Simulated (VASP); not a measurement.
Ge, 2 atoms in the cell. The structure is tetragonal, space group I4_1/amd (No. 141). Conventional cell: a = 4.053 Å, b = 4.053 Å, c = 5.642 Å, α = 90.00°, β = 90.00°, γ = 90.00°. Ge (site symmetry -4m2) has 4 Ge at 2.47 Å within 3.3 Å.  This cell differs from its parent crystal: strained cell.

```yaml
Program: VASP 6.6.1
Task: single point
Functional: PBEsol
Potentials_or_basis: VASP PAW PBE potentials, release 64 (Ge_d)
Cutoff: 520 eV
k_mesh: 10 × 10 × 10
Occupations: gaussian, width 0.1 eV
Spin: no spin polarisation
Dipole_correction: no
Further_INCAR_settings: ALGO = Normal; EDIFF = 1e-06; NBANDS = 21
```

Potentials or basis: VASP PAW PBE potentials, release 64 (Ge_d).

The run is started by

```console
$ cat potpaw_PBE.64/Ge_d/POTCAR > POTCAR
$ mpirun -np 1 vasp_std > vasp.out
```

Hardware: 1 thread of AMD EPYC 7R13, with other jobs on the host.

Problem. Estimate the wall time of this run.

Solution. Wall time 2.3 min on 1 thread of AMD EPYC 7R13 (shared host), peak memory 0.19 GiB. Counts: scf iterations 11, k points 102.
